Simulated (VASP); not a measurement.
A run of VASP 6.6.1 is set up as follows.

Contents of INCAR:

```
SYSTEM = BP
PREC = Accurate ; ENCUT = 520
EDIFF = 1E-6 ; ISMEAR = 0
SIGMA = 0.02 ; LREAL = .False.
LASPH = .True. ; NELM = 80
ALGO = Normal ; ISIF = 2
LWAVE = .False. ; LCHARG = .False.
GGA = PE ; NBANDS = 11
```

File KPOINTS:

```
regular mesh
0
Gamma
  10 10 10
  0 0 0
```

File POSCAR:

```
BP
1.0
    0.0000000000      2.3475618119      2.3475618119
    2.3475618119      0.0000000000      2.3475618119
    2.3475618119      2.3475618119      0.0000000000
B P
1 1
Direct
    0.0000000000      0.0000000000      0.0000000000
    0.2500000000      0.2500000000      0.2500000000
```

Potentials or basis: VASP PAW PBE potentials, release 64 (B, P).

The run is started by

```console
$ cat potpaw_PBE.64/B/POTCAR potpaw_PBE.64/P/POTCAR > POTCAR
$ mpirun -np 1 vasp_std > vasp.out
```

(1) What does it give for the band gap on the k mesh?

(2) Predict the pressure.

Answers

(1) 1.37 eV, indirect (least direct gap 3.27 eV).

(2) -13.0 GPa.
